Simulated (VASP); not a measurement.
OsCl3, 4 atoms in the cell. Symmetry: Pm-3m, No. 221, cubic system. The conventional cell has a = 4.880 Å, b = 4.880 Å, c = 4.880 Å, α = 90.00°, β = 90.00°, γ = 90.00°. Os (site symmetry m-3m) has 6 Cl at 2.44 Å within 3.2 Å. Cl (site symmetry 4/mmm) has 2 Os at 2.44 Å within 3.2 Å. 

```yaml
Program: VASP 6.6.1
Task: single point
Functional: PBE
Potentials_or_basis: VASP PAW PBE potentials, release 64 (Os, Cl)
Cutoff: 520 eV
k_mesh: 4 × 4 × 4
Occupations: gaussian, width 0.05 eV
Spin: collinear spin
Starting_moments: "[1.0, 0.0, 0.0, 0.0] μB"
Hubbard_terms: Os d U = 2.0 eV
Dipole_correction: no
Further_INCAR_settings: ALGO = Normal; EDIFF = 1e-06; NBANDS = 26
```

Potentials or basis: VASP PAW PBE potentials, release 64 (Os, Cl).

Launch:

```console
$ cat potpaw_PBE.64/Os/POTCAR potpaw_PBE.64/Cl/POTCAR > POTCAR
$ mpirun -np 1 vasp_std > vasp.out
```

Hardware: 1 thread of Intel(R) Xeon(R) 6975P-C (Granite Rapids), with other jobs on the host.

Problem. Estimate the wall time of this run.

Solution. Run time: 42 s on 1 thread of Intel(R) Xeon(R) 6975P-C (Granite Rapids) (shared host), peak memory 0.26 GiB. Counts: scf iterations 15, k points 10.
